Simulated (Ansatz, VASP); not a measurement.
## InSb5 in VASP and in Ansatz

```
CELL_PARAMETERS angstrom
6.50466 0.00000 0.00000
0.00000 6.50466 0.00000
0.00000 0.00000 4.72185
ATOMIC_POSITIONS crystal
In 0.00000 0.00000 0.50000
Sb 0.66640 0.66640 0.00000
Sb 0.33360 0.33360 0.00000
Sb 0.66640 0.33360 0.00000
Sb 0.33360 0.66640 0.00000
Sb 0.00000 0.00000 0.00000
```

Alike in both runs: task relaxation of cell and atoms; functional PBE; k mesh 4 × 4 × 4; occupations gaussian, width 0.1 eV; no spin polarisation.

```csv
,VASP,Ansatz
version,VASP 6.6.1,Ansatz 0.2.0
potentials or method,"VASP PAW PBE potentials, release 64 (In_d, Sb), cutoff 600 eV","scalar-relativistic, plane waves, PAW"
valence electrons in the cell,38,88
```

|  | VASP | Ansatz | Ansatz less VASP |
| --- | --- | --- | --- |
| gap on the k mesh at the Fermi level, each at its own relaxed structure (eV) | none | none | - |
| relaxed volume (Å³/atom) | 51.69 | 51.45 | -0.235 |
| relaxed cell length with the largest relative difference (Å) | 6.144 | 6.125 | -0.0188 |

A gap of «none» marks a metal or a gap that the smearing closes. VASP's potentials hold 38 valence electrons a cell and Ansatz's 88, so a difference there can come from the potentials and not from the codes.

Spin-orbit coupling is off throughout. Noted on VASP's run: the volume moved by over 15 % at a fixed basis, so the end points are rough.
